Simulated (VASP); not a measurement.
# Si (P6_3/mmc) in VASP: relaxation of cell and atoms with PBE

Aim: the relaxation of cell and atoms of Si with PBE.

All numbers are computed with VASP 6.6.1; they aren't measurements. Logs are shortened: lines on timing, memory, paths and dates and some standing lists are left out, and cuts for length are marked.

### Step 1. The cell of the first run

It takes space group P6_3/mmc (No. 194, hexagonal). Conventional cell: a = 3.523 Å, b = 3.523 Å, c = 3.045 Å, α = 90.00°, β = 90.00°, γ = 120.00°. Si (site symmetry -6m2) has 14 Si at 2.54 to 3.52 Å within 3.6 Å.

This isn't the form of Si at room conditions, which is diamond.

### Step 2. Relaxation of cell and atoms, PBE

Input file INCAR:

```
SYSTEM = Si
PREC = Accurate
ENCUT = 600
EDIFF = 1E-7
ISMEAR = 0
SIGMA = 0.1
LREAL = .FALSE.
LASPH = .TRUE.
NELM = 80
ALGO = Fast
ISIF = 3
LWAVE = .FALSE.
LCHARG = .FALSE.
GGA = PE
IBRION = 2
NSW = 100
EDIFFG = -0.01
```

Input file KPOINTS:

```
regular mesh
0
G
  6 6 12
  0 0 0
```

Input file POSCAR:

```
Si
1.0
    7.0465539486      0.0000000000      0.0000000000
   -3.5232769743      6.1024947286      0.0000000000
    0.0000000000      0.0000000000      3.0448056940
Si
8
Direct
    0.6666666667      0.3333333333      0.2500000000
    0.3333333333      0.6666666667      0.7500000000
    0.1666766108      0.3333328408      0.2500000000
    0.8333437701      0.1666766108      0.7500000000
    0.6666671592      0.8333437701      0.2500000000
    0.8333233892      0.6666671592      0.7500000000
    0.1666562299      0.8333233892      0.2500000000
    0.3333328408      0.1666562299      0.7500000000
```

Potentials or basis: VASP PAW PBE potentials, release 64 (Si).

Run with:

```console
$ cat potpaw_PBE.64/Si/POTCAR > POTCAR
$ mpirun -np 1 vasp_std > vasp.out
```

OUTCAR:

```text
SYSTEM = Si
   PREC = Accurate
   ENCUT = 600
   EDIFF = 1E-7
   ISMEAR = 0
   LREAL = .FALSE.
   LASPH = .TRUE.
   NELM = 80
   ISIF = 3
   GGA = PE
   IBRION = 2
   NSW = 100
   EDIFFG = -0.01

 ion  position               nearest neighbor table
   1  0.667  0.333  0.250-   6 2.54   6 2.54   4 2.54   4 2.54   8 2.54   8 2.54
   2  0.333  0.667  0.750-   3 2.54   3 2.54   7 2.54   7 2.54   5 2.54   5 2.54
   3  0.167  0.333  0.250-   4 2.54   4 2.54   8 2.54   8 2.54   2 2.54   2 2.54
   4  0.833  0.167  0.750-   5 2.54   5 2.54   3 2.54   3 2.54   1 2.54   1 2.54
   5  0.667  0.833  0.250-   4 2.54   4 2.54   6 2.54   6 2.54   2 2.54   2 2.54
   6  0.833  0.667  0.750-   7 2.54   7 2.54   5 2.54   5 2.54   1 2.54   1 2.54
   7  0.167  0.833  0.250-   8 2.54   8 2.54   6 2.54   6 2.54   2 2.54   2 2.54
   8  0.333  0.167  0.750-   7 2.54   7 2.54   3 2.54   3 2.54   1 2.54   1 2.54

  LATTYP: Found a hexagonal cell.
 ALAT       =     7.0465539486
 C/A-ratio  =     0.4320985429

  Lattice vectors:

 A1 = (   7.0465539486,   0.0000000000,   0.0000000000)
 A2 = (  -3.5232769743,   6.1024947286,   0.0000000000)
 A3 = (   0.0000000000,   0.0000000000,   3.0448056940)

Analysis of symmetry for initial positions (statically):
=====================================================================
 Subroutine PRICEL returns:
 Original cell was already a primitive cell.

 Routine SETGRP: Setting up the symmetry group for a
 hexagonal supercell.

 Subroutine GETGRP returns: Found 12 space group operations
 (whereof  6 operations were pure point group operations)
 out of a pool of 24 trial point group operations.

The static configuration has the point symmetry S_6 .
 The point group associated with its full space group is C_6h.

Analysis of symmetry for dynamics (positions and initial velocities):
=====================================================================
 Subroutine PRICEL returns:
 Original cell was already a primitive cell.

 Routine SETGRP: Setting up the symmetry group for a
 hexagonal supercell.

 Subroutine GETGRP returns: Found 12 space group operations
 (whereof  6 operations were pure point group operations)
 out of a pool of 24 trial point group operations.

The dynamic configuration has the point symmetry S_6 .
 The point group associated with its full space group is C_6h.

 Subroutine INISYM returns: Found 12 space group operations
 (whereof  6 operations are pure point group operations),
 and found     1 'primitive' translations

----------------------------------------------------------------------------------------

                                     Primitive cell

  volume of cell :     130.9314

  direct lattice vectors                    reciprocal lattice vectors
     7.046553949  0.000000000  0.000000000     0.141913339  0.081933705  0.000000000
    -3.523276974  6.102494729  0.000000000     0.000000000  0.163867409  0.000000000
     0.000000000  0.000000000  3.044805694     0.000000000  0.000000000  0.328428182

  length of vectors
     7.046553949  7.046553949  3.044805694     0.163867409  0.163867409  0.328428182

  position of ions in fractional coordinates (direct lattice)
     0.666666667  0.333333333  0.250000000
     0.333333333  0.666666667  0.750000000
     0.166676611  0.333332841  0.250000000
     0.833343770  0.166676611  0.750000000
     0.666667159  0.833343770  0.250000000
     0.833323389  0.666667159  0.750000000
     0.166656230  0.833323389  0.250000000
     0.333332841  0.166656230  0.750000000

  ion indices of the primitive-cell ions
   primitive index   ion index
                 1           1
                 2           2
                 3           3
                 4           4
                 5           5
                 6           6
                 7           7
                 8           8

----------------------------------------------------------------------------------------

 KPOINTS: regular mesh

Automatic generation of k-mesh.
 Grid dimensions read from file:
 generate k-points for:    6    6   12

 Generating k-lattice:

  Cartesian coordinates                     Fractional coordinates (reciprocal lattice)
     0.023652223  0.013655617  0.000000000     0.166666667  0.000000000  0.000000000
     0.000000000  0.027311235  0.000000000     0.000000000  0.166666667  0.000000000
     0.000000000  0.000000000  0.027369015     0.000000000  0.000000000  0.083333333

  Length of vectors
     0.027311235  0.027311235  0.027369015

  Shift w.r.t. Gamma in fractional coordinates (k-lattice)
     0.000000000  0.000000000  0.000000000

 Subroutine IBZKPT returns following result:
 ===========================================

 Found     56 irreducible k-points:

 Following reciprocal coordinates:
            Coordinates               Weight
  0.000000  0.000000  0.000000      1.000000
  0.166667  0.000000  0.000000      6.000000
  0.333333  0.000000  0.000000      6.000000
  0.500000  0.000000  0.000000      3.000000
  0.166667  0.166667  0.000000      6.000000
  0.333333  0.166667  0.000000      6.000000
[... 16 lines left out ...]
 -0.333333  0.500000 -0.166667     12.000000
  0.333333  0.333333  0.166667      4.000000
 [... further k-points ...]
   k-points           NKPTS =     56   k-points in BZ     NKDIM =     56   number of bands    NBANDS=     21
   number of dos      NEDOS =    301   number of ions     NIONS =      8
   total plane-waves  NPLWV =  75264
   dimension x,y,z NGX =    56 NGY =   56 NGZ =   24
   dimension x,y,z NGXF=   112 NGYF=  112 NGZF=   48
   ions per type =               8
   NGX,Y,Z   is equivalent  to a cutoff of  13.21, 13.21, 13.10 a.u.
   NGXF,Y,Z  is equivalent  to a cutoff of  26.42, 26.42, 26.21 a.u.
 SYSTEM =  Si
   PREC   = accura    normal or accurate (medium, high low for compatibility)
   ISTART =      0    job   : 0-new  1-cont  2-samecut
   ICHARG =      2    charge: 1-file 2-atom 10-const
   ISPIN  =      1    spin polarized calculation?
   LNONCOLLINEAR =      F non collinear calculations
   LSORBIT =      F    spin-orbit coupling
   LASPH  =      T    aspherical Exc in radial PAW
   ENCUT  =  600.0 eV  44.10 Ry    6.64 a.u.  14.07 14.07  6.08*2*pi/ulx,y,z
   NELM   =     80;   NELMIN=  2; NELMDL= -5     # of ELM steps
   EDIFF  = 0.1E-06   stopping-criterion for ELM
   LREAL  =      F    real-space projection
   EDIFFG = -.1E-01   stopping-criterion for IOM
   NSW    =    100    number of steps for IOM
   IBRION =      2    ionic relax: 0-MD 1-quasi-New 2-CG
   NFREE  =      1    steps in history (QN), initial steepest desc. (CG)
   ISIF   =      3    stress and relaxation
   ISYM   =      2    0-nonsym 1-usesym 2-fastsym
   POTIM  = 0.5000    time-step for ionic-motion
   TEBEG  =    0.0;   TEEND  =   0.0 temperature during run
   PSTRESS=    0.0 pullay stress
   NELECT =      32.0000    total number of electrons
   NUPDOWN=      -1.0000    fix difference up-down
   EMIN   =  10.00;   EMAX   =-10.00  energy-range for DOS
   EFERMI =   0.00;   METHOD = LEGACY
   ISMEAR =     0;   SIGMA  =   0.10  broadening in eV -4-tet -1-fermi 0-gaus
   EFERMI_NEDOS =   21; number of points for ismear=-14 and -15
   IALGO  =     68    algorithm
   IMIX   =      4    mixing-type and parameters
     AMIX     =   0.40;   BMIX     =  1.00
     AMIX_MAG =   1.60;   BMIX_MAG =  1.00
  volume/ion in A,a.u.               =      16.37       110.45
  Fermi-wavevector in a.u.,A,eV,Ry     =   1.023553  1.934234 14.254283  1.047660
  Thomas-Fermi vector in A             =   2.157292
   LORBIT       =      0    0 simple, 1 ext, 2 COOP (PROOUT), +10 PAW based schemes
   GGA     = PE    functional components
   LHFCALC =     F    Hartree Fock is set to
   AEXX    =    0.0000 exact exchange contribution
   IVDW    =     0    specifies the selected vdW correction
   LEPSILON=     F    determine dielectric tensor
   LRPA    =     F    only Hartree local field effects (RPA)
 conjugate gradient relaxation of ions
 non-spin polarized calculation
 RMM-DIIS sequential band-by-band and
 Gauss-broadening in eV      SIGMA  =   0.10
  energy-cutoff  :      600.00
  volume of cell :      130.93
 maximum number of plane-waves:      4398
   NGX = 29   NGY = 29   NGZ = 13

--------------------------------------- Ionic step        1  -------------------------------------------

 number of electron      32.0000001 magnetization

 Free energy of the ion-electron system (eV)
  ---------------------------------------------------
  ext. energy  EPLUGINS =         0.00000000
  ---------------------------------------------------
  free energy    TOTEN  =       -40.11593860 eV

  energy without entropy =      -40.10548982  energy(sigma->0) =      -40.11071421

------------------------ aborting loop because EDIFF is reached ----------------------------------------

  FORCE on cell =-STRESS in cart. coord.  units (eV):
  Direction    XX          YY          ZZ          XY          YZ          ZX
  --------------------------------------------------------------------------------------
  -------------------------------------------------------------------------------------
  Total       -0.1973387     -0.1973387      0.8344664      0.0000000      0.0000000      0.0000000
  in kB       -2.4147886     -2.4147886     10.2111741      0.0000000      0.0000000      0.0000000
  external PRESSURE =       1.7938656 kB  Pullay stress =       0.0000000 kB
[... 111 lines left out ...]
  energy  without entropy=      -40.1093826899  energy(sigma->0) =      -40.11376833

--------------------------------------- Ionic step        4  -------------------------------------------

 number of electron      32.0000001 magnetization

 Free energy of the ion-electron system (eV)
  ---------------------------------------------------
  ext. energy  EPLUGINS =         0.00000000
  ---------------------------------------------------
  free energy    TOTEN  =       -40.11827973 eV

  energy without entropy =      -40.10954934  energy(sigma->0) =      -40.11391453

 E-fermi :   8.2753     XC(G=0): -10.5320

 val. band max:        8.2354323461   @ k =   0.5000   0.0000   0.4167
 cond. band min:       8.3100001506   @ k =   0.1667   0.0000   0.3333
 fundamental gap:      0.0745678044
 Fermi energy:         8.2752717374

 k-point     1 :       0.0000    0.0000    0.0000
  band No.  band energies     occupation
      1      -5.0922      2.00000
      2      -2.1487      2.00000
      3      -2.1487      2.00000
      4      -2.1487      2.00000
      5      -0.3944      2.00000
      6      -0.3944      2.00000
[... 550 lines left out ...]
      5      -0.4511      2.00000
      6       2.8669      2.00000
[... 13 lines left out ...]
     20      12.1482      0.00000
     21      12.5344      0.00000

 [... further k-points ...]

------------------------ aborting loop because EDIFF is reached ----------------------------------------

  FORCE on cell =-STRESS in cart. coord.  units (eV):
  Direction    XX          YY          ZZ          XY          YZ          ZX
  --------------------------------------------------------------------------------------
  -------------------------------------------------------------------------------------
  Total        0.0305713      0.0305713     -0.0046417     -0.0000000     -0.0000000      0.0000000
  in kB        0.3739529      0.3739529     -0.0567783     -0.0000001     -0.0000000      0.0000000
  external PRESSURE =       0.2303758 kB  Pullay stress =       0.0000000 kB
[... 23 lines left out ...]
  FREE ENERGIE OF THE ION-ELECTRON SYSTEM (eV)
  ---------------------------------------------------
  free  energy   TOTEN  =       -40.1182797298 eV

  energy  without entropy=      -40.1095493384  energy(sigma->0) =      -40.11391453

 reached required accuracy - stopping structural energy minimisation
```

It took 11 min on 1 thread of Oxide Virtual Turin-like, shared host; peak memory 0.31 GiB.

Results:

```yaml
Free_energy: -40.1183 eV
Relaxed_volume: 16.37 Å³/atom
Relaxed_cell: a = 7.032 Å, b = 7.032 Å, c = 3.059 Å, α = 90.00°, β = 90.00°, γ = 120.00°
Space_group_after_relaxing_to_0.1_Å: P6_3/mmc (No. 194)
Energy_gained_by_relaxing: 0.3 meV/atom
Ionic_steps: 4
Pressure_after_relaxing: 0.0 GPa
```

The path:
```tsv
step	energy change (eV)	largest force (eV/Å)	pressure (GPa)	volume (Å³)
1	0.0000	0.0000	0.18	130.93
2	-0.0022	0.0000	-0.18	131.28
3	-0.0022	0.0000	-0.15	131.25
4	-0.0023	0.0000	0.02	130.98
```

Final structure:
```yaml
crystal:
  lattice:
    - [7.03208, 0.00000, 0.00000]
    - [-3.51604, 6.08996, 0.00000]
    - [0.00000, 0.00000, 3.05850]
  atoms:
    - { symbol: Si, position: [0.66667, 0.33333, 0.25000] }
    - { symbol: Si, position: [0.33333, 0.66667, 0.75000] }
    - { symbol: Si, position: [0.16668, 0.33333, 0.25000] }
    - { symbol: Si, position: [0.83334, 0.16668, 0.75000] }
    - { symbol: Si, position: [0.66667, 0.83334, 0.25000] }
    - { symbol: Si, position: [0.83332, 0.66667, 0.75000] }
    - { symbol: Si, position: [0.16666, 0.83332, 0.25000] }
    - { symbol: Si, position: [0.33333, 0.16666, 0.75000] }
```

Caveat: the highest band is partly filled, so the run has too few bands.
